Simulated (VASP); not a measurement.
# Si3Ge (P-4m2) in VASP: notebook

The runs below take Si3Ge through single point, relaxation of cell and atoms, with PBE.

Everything below comes from runs of VASP 6.6.1. Logs are shortened: lines on timing, memory, paths and dates and some standing lists are left out, and cuts for length are marked.

### Step 1. The cell of the first run

The structure is tetragonal, space group P-4m2 (No. 115). The conventional cell has a = 3.580 Å, b = 3.580 Å, c = 5.062 Å, α = 90.00°, β = 90.00°, γ = 90.00°. Si (site symmetry 2mm) has 2 Si at 2.19 Å and 2 Ge at 2.19 Å within 2.9 Å. Within 2.9 Å of Si (site symmetry -4m2) lie 4 Si at 2.19 Å. Within 2.9 Å of Ge (site symmetry -4m2) lie 4 Si at 2.19 Å.

### Step 2. Single point, PBE

Input file INCAR:

```
SYSTEM = Si3Ge
  ALGO = Normal
  EDIFF = 1E-6
  ENCUT = 500
  GGA = PE
  GGA_COMPAT = .FALSE.
  ISIF = 2
  ISMEAR = 0
  LASPH = .TRUE.
  LCHARG = .TRUE.
  LELF = .TRUE.
  LREAL = .FALSE.
  LVHAR = .TRUE.
  LWAVE = .FALSE.
  NBANDS = 21
  NELM = 120
  PREC = Accurate
  SIGMA = 0.1
```

Input file KPOINTS:

```
k-points
0
G
  6 6 4
  0 0 0
```

Input file POSCAR:

```
Si3Ge
1.0
    3.5797151400      0.0000000000      0.0000000000
    0.0000000000      3.5797151400      0.0000000000
    0.0000000000      0.0000000000      5.0624817100
Si Ge
3 1
Direct
    0.0000000000      0.5000000000      0.7500000000
    0.5000000000      0.0000000000      0.2500000000
    0.5000000000      0.5000000000      0.5000000000
    0.0000000000      0.0000000000      0.0000000000
```

Potentials or basis: VASP PAW PBE potentials, release 64 (Si, Ge_d).

Run with:

```
$ cat potpaw_PBE.64/Si/POTCAR potpaw_PBE.64/Ge_d/POTCAR > POTCAR
$ mpirun -np 1 vasp_std > vasp.out
```

OUTCAR:

```text
SYSTEM = Si3Ge
   EDIFF = 1E-6
   ENCUT = 500
   GGA = PE
   ISIF = 2
   ISMEAR = 0
   LASPH = .TRUE.
   LREAL = .FALSE.
   NELM = 120
   PREC = Accurate

 ion  position               nearest neighbor table
   1  0.000  0.500  0.750-   3 2.19   4 2.19   4 2.19   3 2.19
   2  0.500  0.000  0.250-   3 2.19   4 2.19   3 2.19   4 2.19
   3  0.500  0.500  0.500-   1 2.19   2 2.19   2 2.19   1 2.19
   4  0.000  0.000  0.000-   1 2.19   2 2.19   1 2.19   2 2.19

  LATTYP: Found a simple tetragonal cell.
 ALAT       =     3.5797151400
 C/A-ratio  =     1.4142135650

  Lattice vectors:

 A1 = (   3.5797151400,   0.0000000000,   0.0000000000)
 A2 = (   0.0000000000,   3.5797151400,   0.0000000000)
 A3 = (   0.0000000000,   0.0000000000,   5.0624817100)

Analysis of symmetry for initial positions (statically):
=====================================================================
 Subroutine PRICEL returns:
 Original cell was already a primitive cell.

 Routine SETGRP: Setting up the symmetry group for a
 simple tetragonal supercell.

 Subroutine GETGRP returns: Found  8 space group operations
 (whereof  8 operations were pure point group operations)
 out of a pool of 16 trial point group operations.

The static configuration has the point symmetry D_2d.

Analysis of symmetry for dynamics (positions and initial velocities):
=====================================================================
 Subroutine PRICEL returns:
 Original cell was already a primitive cell.

 Routine SETGRP: Setting up the symmetry group for a
 simple tetragonal supercell.

 Subroutine GETGRP returns: Found  8 space group operations
 (whereof  8 operations were pure point group operations)
 out of a pool of 16 trial point group operations.

The dynamic configuration has the point symmetry D_2d.

 Subroutine INISYM returns: Found  8 space group operations
 (whereof  8 operations are pure point group operations),
 and found     1 'primitive' translations

----------------------------------------------------------------------------------------

                                     Primitive cell

  volume of cell :      64.8725

  direct lattice vectors                    reciprocal lattice vectors
     3.579715140  0.000000000  0.000000000     0.279351837  0.000000000  0.000000000
     0.000000000  3.579715140  0.000000000     0.000000000  0.279351837  0.000000000
     0.000000000  0.000000000  5.062481710     0.000000000  0.000000000  0.197531578

  length of vectors
     3.579715140  3.579715140  5.062481710     0.279351837  0.279351837  0.197531578

  position of ions in fractional coordinates (direct lattice)
     0.000000000  0.500000000  0.750000000
     0.500000000  0.000000000  0.250000000
     0.500000000  0.500000000  0.500000000
     0.000000000  0.000000000  0.000000000

  ion indices of the primitive-cell ions
   primitive index   ion index
                 1           1
                 2           2
                 3           3
                 4           4

----------------------------------------------------------------------------------------

 KPOINTS: k-points

Automatic generation of k-mesh.
 Grid dimensions read from file:
 generate k-points for:    6    6    4

 Generating k-lattice:

  Cartesian coordinates                     Fractional coordinates (reciprocal lattice)
     0.046558639  0.000000000  0.000000000     0.166666667  0.000000000  0.000000000
     0.000000000  0.046558639  0.000000000     0.000000000  0.166666667  0.000000000
     0.000000000  0.000000000  0.049382894     0.000000000  0.000000000  0.250000000

  Length of vectors
     0.046558639  0.046558639  0.049382894

  Shift w.r.t. Gamma in fractional coordinates (k-lattice)
     0.000000000  0.000000000  0.000000000

 Subroutine IBZKPT returns following result:
 ===========================================

 Found     30 irreducible k-points:

 Following reciprocal coordinates:
            Coordinates               Weight
  0.000000  0.000000  0.000000      1.000000
  0.166667  0.000000  0.000000      4.000000
  0.333333  0.000000  0.000000      4.000000
  0.500000  0.000000  0.000000      2.000000
  0.166667  0.166667  0.000000      4.000000
  0.333333  0.166667  0.000000      8.000000
[... 16 lines left out ...]
  0.333333  0.000000  0.500000      4.000000
  0.500000  0.000000  0.500000      2.000000
 [... further k-points ...]
   k-points           NKPTS =     30   k-points in BZ     NKDIM =     30   number of bands    NBANDS=     21
   number of dos      NEDOS =    301   number of ions     NIONS =      4
   total plane-waves  NPLWV =  31360
   dimension x,y,z NGX =    28 NGY =   28 NGZ =   40
   dimension x,y,z NGXF=    56 NGYF=   56 NGZF=   80
   ions per type =               3   1
   NGX,Y,Z   is equivalent  to a cutoff of  13.00, 13.00, 13.14 a.u.
   NGXF,Y,Z  is equivalent  to a cutoff of  26.01, 26.01, 26.27 a.u.
 SYSTEM =  Si3Ge
   PREC   = accura    normal or accurate (medium, high low for compatibility)
   ISTART =      0    job   : 0-new  1-cont  2-samecut
   ICHARG =      2    charge: 1-file 2-atom 10-const
   ISPIN  =      1    spin polarized calculation?
   LNONCOLLINEAR =      F non collinear calculations
   LSORBIT =      F    spin-orbit coupling
   LASPH  =      T    aspherical Exc in radial PAW
   ENCUT  =  500.0 eV  36.75 Ry    6.06 a.u.   6.53  6.53  9.23*2*pi/ulx,y,z
   NELM   =    120;   NELMIN=  2; NELMDL= -5     # of ELM steps
   EDIFF  = 0.1E-05   stopping-criterion for ELM
   LREAL  =      F    real-space projection
   EDIFFG = 0.1E-04   stopping-criterion for IOM
   NSW    =      0    number of steps for IOM
   IBRION =     -1    ionic relax: 0-MD 1-quasi-New 2-CG
   NFREE  =      0    steps in history (QN), initial steepest desc. (CG)
   ISIF   =      2    stress and relaxation
   ISYM   =      2    0-nonsym 1-usesym 2-fastsym
   POTIM  = 0.5000    time-step for ionic-motion
   TEBEG  =    0.0;   TEEND  =   0.0 temperature during run
   PSTRESS=    0.0 pullay stress
   NELECT =      26.0000    total number of electrons
   NUPDOWN=      -1.0000    fix difference up-down
   EMIN   =  10.00;   EMAX   =-10.00  energy-range for DOS
   EFERMI =   0.00;   METHOD = LEGACY
   ISMEAR =     0;   SIGMA  =   0.10  broadening in eV -4-tet -1-fermi 0-gaus
   EFERMI_NEDOS =   21; number of points for ismear=-14 and -15
   IALGO  =     38    algorithm
   IMIX   =      4    mixing-type and parameters
     AMIX     =   0.40;   BMIX     =  1.00
     AMIX_MAG =   1.60;   BMIX_MAG =  1.00
  volume/ion in A,a.u.               =      16.22       109.45
  Fermi-wavevector in a.u.,A,eV,Ry     =   1.207014  2.280927 19.822109  1.456884
  Thomas-Fermi vector in A             =   2.342665
   LORBIT       =      0    0 simple, 1 ext, 2 COOP (PROOUT), +10 PAW based schemes
   GGA     = PE    functional components
   LHFCALC =     F    Hartree Fock is set to
   AEXX    =    0.0000 exact exchange contribution
   IVDW    =     0    specifies the selected vdW correction
   LEPSILON=     F    determine dielectric tensor
   LRPA    =     F    only Hartree local field effects (RPA)
 non-spin polarized calculation
 Gauss-broadening in eV      SIGMA  =   0.10
  energy-cutoff  :      500.00
  volume of cell :       64.87
 maximum number of plane-waves:      1675
 NGX is ok and might be reduce to    28
   NGX = 13   NGY = 13   NGZ = 19

 number of electron      25.9999993 magnetization

 Free energy of the ion-electron system (eV)
  ---------------------------------------------------
  ext. energy  EPLUGINS =         0.00000000
  ---------------------------------------------------
  free energy    TOTEN  =       -18.82664309 eV

  energy without entropy =      -18.82496504  energy(sigma->0) =      -18.82580407

 E-fermi :   8.3321     XC(G=0): -10.5978

 val. band max:        8.2242944480   @ k =   0.0000   0.0000   0.0000
 cond. band min:       8.3362495366   @ k =   0.0000   0.0000   0.0000
 fundamental gap:      0.1119550886
 Fermi energy:         8.3321256922

 k-point     1 :       0.0000    0.0000    0.0000
  band No.  band energies     occupation
      1     -16.2633      2.00000
      2     -16.2371      2.00000
      3     -16.2371      2.00000
      4     -16.1957      2.00000
      5     -16.1789      2.00000
      6      -5.8090      2.00000
[... 13 lines left out ...]
     20      16.5282      0.00000
     21      16.6553      0.00000

 k-point     2 :       0.1667    0.0000    0.0000
  band No.  band energies     occupation
      1     -16.2586      2.00000
      2     -16.2395      2.00000
      3     -16.2369      2.00000
      4     -16.1936      2.00000
      5     -16.1806      2.00000
      6      -5.5181      2.00000
[... 13 lines left out ...]
     20      15.3476      0.00000
     21      16.4950      0.00000

 k-point     3 :       0.3333    0.0000    0.0000
  band No.  band energies     occupation
      1     -16.2502      2.00000
      2     -16.2440      2.00000
      3     -16.2366      2.00000
      4     -16.1888      2.00000
      5     -16.1840      2.00000
      6      -4.6678      2.00000
[... 13 lines left out ...]
     20      14.8586      0.00000
     21      15.7610      0.00000

 k-point     4 :       0.5000    0.0000    0.0000
  band No.  band energies     occupation
      1     -16.2482      2.00000
      2     -16.2444      2.00000
      3     -16.2364      2.00000
      4     -16.1859      2.00000
      5     -16.1857      2.00000
      6      -3.5875      2.00000
[... 13 lines left out ...]
     20      15.1203      0.00000
     21      15.1249      0.00000

 k-point     5 :       0.1667    0.1667    0.0000
  band No.  band energies     occupation
      1     -16.2538      2.00000
      2     -16.2396      2.00000
      3     -16.2387      2.00000
      4     -16.1919      2.00000
      5     -16.1824      2.00000
      6      -5.2273      2.00000
[... 13 lines left out ...]
     20      15.8131      0.00000
     21      16.1133      0.00000

 k-point     6 :       0.3333    0.1667    0.0000
  band No.  band energies     occupation
      1     -16.2472      2.00000
      2     -16.2424      2.00000
      3     -16.2374      2.00000
      4     -16.1876      2.00000
      5     -16.1860      2.00000
      6      -4.3769      2.00000
[... 13 lines left out ...]
     20      14.8192      0.00000
     21      15.4034      0.00000

 k-point     7 :       0.5000    0.1667    0.0000
  band No.  band energies     occupation
      1     -16.2478      2.00000
      2     -16.2415      2.00000
      3     -16.2356      2.00000
      4     -16.1879      2.00000
      5     -16.1850      2.00000
      6      -3.2963      2.00000
[... 13 lines left out ...]
     20      16.4213      0.00000
     21      16.5051      0.00000
[... 291 lines left out ...]
      1     -16.2472      2.00000
      2     -16.2472      2.00000
      3     -16.2200      2.00000
      4     -16.1942      2.00000
      5     -16.1809      2.00000
      6      -1.3514      2.00000
[... 13 lines left out ...]
     20      17.3974      0.00000
     21      17.3974      0.00000

 k-point    21 :       0.0000    0.0000    0.5000
  band No.  band energies     occupation
      1     -16.2633      2.00000
      2     -16.2373      2.00000
      3     -16.2373      2.00000
      4     -16.1951      2.00000
      5     -16.1789      2.00000
      6      -4.7985      2.00000
[... 13 lines left out ...]
     20      15.2296      0.00000
     21      15.2296      0.00000

 k-point    22 :       0.1667    0.0000    0.5000
  band No.  band energies     occupation
      1     -16.2586      2.00000
      2     -16.2397      2.00000
      3     -16.2371      2.00000
      4     -16.1931      2.00000
      5     -16.1806      2.00000
      6      -4.5315      2.00000
[... 13 lines left out ...]
     20      13.8552      0.00000
     21      14.0845      0.00000

 k-point    23 :       0.3333    0.0000    0.5000
  band No.  band energies     occupation
      1     -16.2503      2.00000
      2     -16.2442      2.00000
      3     -16.2367      2.00000
      4     -16.1882      2.00000
      5     -16.1840      2.00000
      6      -3.8073      2.00000
[... 13 lines left out ...]
     20      15.6523      0.00000
     21      16.2400      0.00000

 k-point    24 :       0.5000    0.0000    0.5000
  band No.  band energies     occupation
      1     -16.2486      2.00000
      2     -16.2445      2.00000
      3     -16.2365      2.00000
      4     -16.1857      2.00000
      5     -16.1854      2.00000
      6      -3.2123      2.00000
[... 13 lines left out ...]
     20      16.0455      0.00000
     21      16.0929      0.00000

 [... further k-points ...]

------------------------ aborting loop because EDIFF is reached ----------------------------------------

  FORCE on cell =-STRESS in cart. coord.  units (eV):
  Direction    XX          YY          ZZ          XY          YZ          ZX
  --------------------------------------------------------------------------------------
  -------------------------------------------------------------------------------------
  Total       15.4818697     15.4818697     15.3141507      0.0000000      0.0000000      0.0000000
  in kB      382.3609965    382.3609965    378.2187850      0.0000000      0.0000000      0.0000000
  external PRESSURE =     380.9802593 kB  Pullay stress =       0.0000000 kB

 VOLUME and BASIS-vectors are now :
 -----------------------------------------------------------------------------
  energy-cutoff  :      500.00
  volume of cell :       64.87
      direct lattice vectors                 reciprocal lattice vectors
     3.579715140  0.000000000  0.000000000     0.279351837  0.000000000  0.000000000
     0.000000000  3.579715140  0.000000000     0.000000000  0.279351837  0.000000000
     0.000000000  0.000000000  5.062481710     0.000000000  0.000000000  0.197531578

 POSITION                                       TOTAL-FORCE (eV/Angst)
 -----------------------------------------------------------------------------------
      0.00000      1.78986      3.79686         0.000000      0.000000     -0.793464
      1.78986      0.00000      1.26562        -0.000000      0.000000      0.793464
      1.78986      1.78986      2.53124         0.000000     -0.000000      0.000000
      0.00000      0.00000      0.00000         0.000000     -0.000000      0.000000
 -----------------------------------------------------------------------------------
    total drift:                               -0.000000      0.000000     -0.000000

  FREE ENERGIE OF THE ION-ELECTRON SYSTEM (eV)
  ---------------------------------------------------
  free  energy   TOTEN  =       -18.8266430864 eV

  energy  without entropy=      -18.8249650437  energy(sigma->0) =      -18.82580407
```

Wall time 14 s (1 thread of Intel Xeon 6975P-C (Granite Rapids), shared host); peak memory 0.19 GiB.

What came out:

```yaml
Free_energy: -18.8266 eV
Pressure: 38.1 GPa
Largest_force: 0.793 eV/Å
Band_gap_on_the_k_mesh: zero (bands 13 and 14 overlap by 0.13 eV)
```

Forces on the atoms (eV/Å):
```
Si   0.000  0.000 -0.793
Si   0.000  0.000  0.793
Si   0.000  0.000  0.000
Ge   0.000  0.000  0.000
```

Caveat: the cell stands under pressure; semilocal functionals underestimate gaps, so a narrow gap can read as zero.

(Part 1 of 3 ends here.)
